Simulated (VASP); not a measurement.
# As (R-3m) in VASP: notebook

Runs on As. Level: LDA. Tasks: single point, relaxation of volume and atoms at fixed shape.

Program: VASP 6.6.1. These are calculated values, not measurements. Logs are shortened: lines on timing, memory, paths and dates and some standing lists are left out, and cuts for length are marked.

### 1 The cell of the first run

It takes space group R-3m (No. 166, trigonal). The conventional cell has a = 3.715 Å, b = 3.715 Å, c = 10.410 Å, α = 90.00°, β = 90.00°, γ = 120.00°. As (site symmetry 3m) has 6 As at 2.51 to 3.05 Å within 3.3 Å.

### 2 Single point, LDA

File INCAR:

```
SYSTEM = As
ALGO = Normal
EDIFF = 1E-6
ENCUT = 520
ISIF = 2
ISMEAR = 0
LASPH = .TRUE.
LCHARG = .FALSE.
LREAL = .FALSE.
LWAVE = .FALSE.
NBANDS = 12
NELM = 100
PREC = Accurate
SIGMA = 0.05
```

File KPOINTS:

```
k-points
0
G
  8 8 8
  0 0 0
```

File POSCAR:

```
As
1.0
    1.8572967915      1.0723109671      3.4701543785
   -1.8572967915      1.0723109671      3.4701543785
    0.0000000000     -2.1446214405      3.4701545311
As
2
Direct
    0.7709746618      0.7709746618      0.7709746618
    0.2290253382      0.2290253382      0.2290253382
```

Potentials or basis: VASP PAW LDA potentials, release 64 (As).

Started as:

```bash
> cat potpaw_LDA.64/As/POTCAR > POTCAR
> mpirun -np 1 vasp_std > vasp.out
```

OUTCAR:

```text
SYSTEM = As
   EDIFF = 1E-6
   ENCUT = 520
   ISIF = 2
   ISMEAR = 0
   LASPH = .TRUE.
   LREAL = .FALSE.
   NELM = 100
   PREC = Accurate

 ion  position               nearest neighbor table
   1  0.771  0.771  0.771-   2 2.51   2 2.51   2 2.51
   2  0.229  0.229  0.229-   1 2.51   1 2.51   1 2.51

  LATTYP: Found a trigonal (rhomboedric) cell.
 ALAT       =     4.0793839722
 COS(alpha) =     0.5854246823

  Lattice vectors:

 A1 = (   1.8572967915,   1.0723109671,   3.4701543785)
 A2 = (  -1.8572967915,   1.0723109671,   3.4701543785)
 A3 = (   0.0000000000,  -2.1446214405,   3.4701545311)

Analysis of symmetry for initial positions (statically):
=====================================================================
 Subroutine PRICEL returns:
 Original cell was already a primitive cell.

 Routine SETGRP: Setting up the symmetry group for a
 trigonal (rhombohedral) supercell.

 Subroutine GETGRP returns: Found 12 space group operations
 (whereof 12 operations were pure point group operations)
 out of a pool of 12 trial point group operations.

The static configuration has the point symmetry D_3d.

Analysis of symmetry for dynamics (positions and initial velocities):
=====================================================================
 Subroutine PRICEL returns:
 Original cell was already a primitive cell.

 Routine SETGRP: Setting up the symmetry group for a
 trigonal (rhombohedral) supercell.

 Subroutine GETGRP returns: Found 12 space group operations
 (whereof 12 operations were pure point group operations)
 out of a pool of 12 trial point group operations.

The dynamic configuration has the point symmetry D_3d.

 Subroutine INISYM returns: Found 12 space group operations
 (whereof 12 operations are pure point group operations),
 and found     1 'primitive' translations

----------------------------------------------------------------------------------------

                                     Primitive cell

  volume of cell :      41.4669

  direct lattice vectors                    reciprocal lattice vectors
     1.857296792  1.072310967  3.470154379     0.269208455  0.155427579  0.096057197
    -1.857296792  1.072310967  3.470154379    -0.269208455  0.155427579  0.096057197
     0.000000000 -2.144621440  3.470154531     0.000000000 -0.310855144  0.096057219

  length of vectors
     4.079383972  4.079383972  4.079383972     0.325358125  0.325358125  0.325358125

  position of ions in fractional coordinates (direct lattice)
     0.770974662  0.770974662  0.770974662
[... 88 lines left out ...]
   PSTRESS=    0.0 pullay stress
   NELECT =      10.0000    total number of electrons
   NUPDOWN=      -1.0000    fix difference up-down
   EMIN   =  10.00;   EMAX   =-10.00  energy-range for DOS
   EFERMI =   0.00;   METHOD = LEGACY
   ISMEAR =     0;   SIGMA  =   0.05  broadening in eV -4-tet -1-fermi 0-gaus
   EFERMI_NEDOS =   21; number of points for ismear=-14 and -15
   IALGO  =     38    algorithm
   IMIX   =      4    mixing-type and parameters
     AMIX     =   0.40;   BMIX     =  1.00
     AMIX_MAG =   1.60;   BMIX_MAG =  1.00
  volume/ion in A,a.u.               =      20.73       139.92
  Fermi-wavevector in a.u.,A,eV,Ry     =   1.019000  1.925631 14.127757  1.038361
  Thomas-Fermi vector in A             =   2.152489
   LORBIT       =      0    0 simple, 1 ext, 2 COOP (PROOUT), +10 PAW based schemes
   GGA     = CA    functional components
   LHFCALC =     F    Hartree Fock is set to
   AEXX    =    0.0000 exact exchange contribution
   IVDW    =     0    specifies the selected vdW correction
   LEPSILON=     F    determine dielectric tensor
   LRPA    =     F    only Hartree local field effects (RPA)
 non-spin polarized calculation
 Gauss-broadening in eV      SIGMA  =   0.05
  energy-cutoff  :      520.00
  volume of cell :       41.47
 maximum number of plane-waves:      1129
   NGX = 15   NGY = 15   NGZ = 15

 number of electron      10.0000000 magnetization

 Free energy of the ion-electron system (eV)
  ---------------------------------------------------
  ext. energy  EPLUGINS =         0.00000000
  ---------------------------------------------------
  free energy    TOTEN  =       -10.78429766 eV

  energy without entropy =      -10.78426339  energy(sigma->0) =      -10.78428052

 E-fermi :   6.0154     XC(G=0): -10.3300

 val. band max:        5.9293194167   @ k =   0.3750   0.1250   0.1250
 cond. band min:       6.1015026458   @ k =   0.3750   0.1250   0.1250
 fundamental gap:      0.1721832291
 Fermi energy:         6.0153856207

 k-point     1 :       0.0000    0.0000    0.0000
  band No.  band energies     occupation
      1      -9.4452      2.00000
      2       0.1214      2.00000
      3       3.0937      2.00000
      4       3.9138      2.00000
      5       3.9138      2.00000
      6       7.7858      0.00000
      7       8.8960      0.00000
      8       8.8960      0.00000
      9      12.6346      0.00000
     10      12.6346      0.00000
     11      12.9141      0.00000
     12      14.5875      0.00000
[... 331 lines left out ...]
 k-point    24 :       0.3750    0.1250    0.1250
  band No.  band energies     occupation
      1      -8.2630      2.00000
      2      -2.9216      2.00000
      3       1.5123      2.00000
      4       3.7361      2.00000
      5       5.9293      1.98508
      6       6.1015      0.01486
      7       7.1936      0.00000
      8       9.3012      0.00000
      9      12.2414      0.00000
     10      13.6959      0.00000
     11      14.2091      0.00000
     12      17.0857      0.00000

 [... further k-points ...]

------------------------ aborting loop because EDIFF is reached ----------------------------------------

  FORCE on cell =-STRESS in cart. coord.  units (eV):
  Direction    XX          YY          ZZ          XY          YZ          ZX
  --------------------------------------------------------------------------------------
  -------------------------------------------------------------------------------------
  Total        0.2979955      0.2979955     -0.2717754      0.0000000     -0.0000000     -0.0000000
  in kB       11.5137870     11.5137870    -10.5007119      0.0000000     -0.0000010     -0.0000000
  external PRESSURE =       4.1756207 kB  Pullay stress =       0.0000000 kB

 VOLUME and BASIS-vectors are now :
 -----------------------------------------------------------------------------
  energy-cutoff  :      520.00
  volume of cell :       41.47
      direct lattice vectors                 reciprocal lattice vectors
     1.857296792  1.072310967  3.470154379     0.269208455  0.155427579  0.096057197
    -1.857296792  1.072310967  3.470154379    -0.269208455  0.155427579  0.096057197
     0.000000000 -2.144621440  3.470154531     0.000000000 -0.310855144  0.096057219

 POSITION                                       TOTAL-FORCE (eV/Angst)
 -----------------------------------------------------------------------------------
      0.00000      0.00000      8.02620         0.000000     -0.000000     -0.063683
      0.00000      0.00000      2.38426         0.000000      0.000000      0.063683
 -----------------------------------------------------------------------------------
    total drift:                               -0.000000      0.000000     -0.000000

  FREE ENERGIE OF THE ION-ELECTRON SYSTEM (eV)
  ---------------------------------------------------
  free  energy   TOTEN  =       -10.7842976579 eV

  energy  without entropy=      -10.7842633920  energy(sigma->0) =      -10.78428052
```

Wall time 11 s (1 thread of Intel Xeon 6975P-C (Granite Rapids), shared host); peak memory 0.16 GiB.

What came out:

```
Free energy            : -10.7843 eV
Pressure               : 0.4 GPa
Largest force          : 0.064 eV/Å
Band gap on the k mesh : zero (bands 5 and 6 overlap by 0.63 eV)
```

Forces in eV/Å, atoms in the order of the input:
```
As   0.000  0.000 -0.064
As   0.000  0.000  0.064
```

Levels at points of the mesh, in eV from the Fermi level:
```
           k point  band 3  band 4  band 5  band 6  band 7  band 8
(0.00, 0.00, 0.00)   -2.92   -2.10   -2.10    1.77    2.88    2.88
(0.50, 0.00, 0.00)   -2.96   -2.86   -0.50   -0.49   -0.15    0.95
(0.50, 0.50, 0.00)   -6.46   -4.66   -4.33    1.34    5.39    6.63
(0.50, 0.50, 0.50)   -1.78   -1.78   -0.57    0.50    0.50    1.69
```

### 3 Relaxation of volume and atoms at fixed shape, LDA

This run uses another cell than the first one, of 21.53 Å³/atom.

File INCAR:

```
SYSTEM = As
ALGO = Normal
EDIFF = 1E-6
EDIFFG = -0.02
ENCUT = 600
IBRION = 2
ISIF = 8
ISMEAR = 0
LASPH = .True.
LCHARG = .False.
LREAL = .False.
LWAVE = .False.
NELM = 100
NSW = 80
PREC = Accurate
SIGMA = 0.05
```

File KPOINTS:

```
k-points
0
Gamma
  8 8 8
  0 0 0
```

File POSCAR:

```
As
1.0
    1.8807970000      1.0858790000      3.5140620000
   -1.8807970000      1.0858790000      3.5140620000
    0.0000000000     -2.1717570000      3.5140620000
As
2
Direct
    0.7740000000      0.7740000000      0.7740000000
    0.2260000000      0.2260000000      0.2260000000
```

Potentials or basis: VASP PAW LDA potentials, release 64 (As).

Started as:

```bash
> cat potpaw_LDA.64/As/POTCAR > POTCAR
> mpirun -np 1 vasp_std > vasp.out
```

Wall time 31 s (1 thread of Intel Xeon 6975P-C (Granite Rapids), shared host); peak memory 0.18 GiB.

It converged, with:

- Free energy: -10.7847 eV
- Relaxed volume: 20.80 Å³/atom
- Relaxed cell: a = 4.084 Å, b = 4.084 Å, c = 4.084 Å, α = 54.17°, β = 54.17°, γ = 54.17°
- Space group after relaxing (to 0.1 Å): R-3m (No. 166)
- Energy gained by relaxing: 7.7 meV/atom
- Ionic steps: 5
- Pressure after relaxing: 0.0 GPa
- Band gap on the k mesh: zero (bands 5 and 6 overlap by 0.62 eV)

Forces on the atoms (eV/Å):
```
As   0.000  0.000  0.003
As   0.000  0.000 -0.003
```

Stress tensor (GPa, compression positive):
```
 0.75  0.00  0.00
 0.00  0.75  0.00
 0.00  0.00 -1.48
```

Step by step:
| step | energy change (eV) | largest force (eV/Å) | pressure (GPa) | volume (Å³) |
| --- | --- | --- | --- | --- |
| 1 | 0.0000 | 0.3193 | -0.93 | 43.06 |
| 2 | -0.0105 | 0.1899 | -0.34 | 42.29 |
| 3 | -0.0151 | 0.0579 | 0.40 | 41.46 |
| 4 | -0.0149 | 0.0758 | -0.46 | 41.77 |
| 5 | -0.0154 | 0.0027 | 0.00 | 41.60 |

Final structure:
```
As
1.0
     1.85928    1.07346    3.47386
    -1.85928    1.07346    3.47386
     0.00000   -2.14691    3.47386
As
2
Direct
  0.77073 0.77073 0.77073
  0.22927 0.22927 0.22927
```

Levels at points of the mesh, in eV from the Fermi level:
| k point | band 1 | band 2 | band 3 | band 4 | band 5 | band 6 | band 7 | band 8 | band 9 |
| --- | --- | --- | --- | --- | --- | --- | --- | --- | --- |
| (0.00, 0.00, 0.00) | -15.42 | -5.91 | -2.92 | -2.08 | -2.08 | 1.80 | 2.89 | 2.89 | 6.62 |
| (0.50, 0.00, 0.00) | -12.55 | -11.43 | -2.94 | -2.82 | -0.50 | -0.48 | -0.16 | 0.93 | 8.77 |
| (0.50, 0.50, 0.00) | -12.52 | -9.84 | -6.45 | -4.65 | -4.30 | 1.37 | 5.37 | 6.59 | 7.24 |
| (0.50, 0.50, 0.50) | -13.96 | -10.57 | -1.75 | -1.75 | -0.55 | 0.50 | 0.50 | 1.67 | 7.98 |

LDA usually gives volumes a few per cent too small. Zero-point motion and thermal expansion aren't in these numbers.
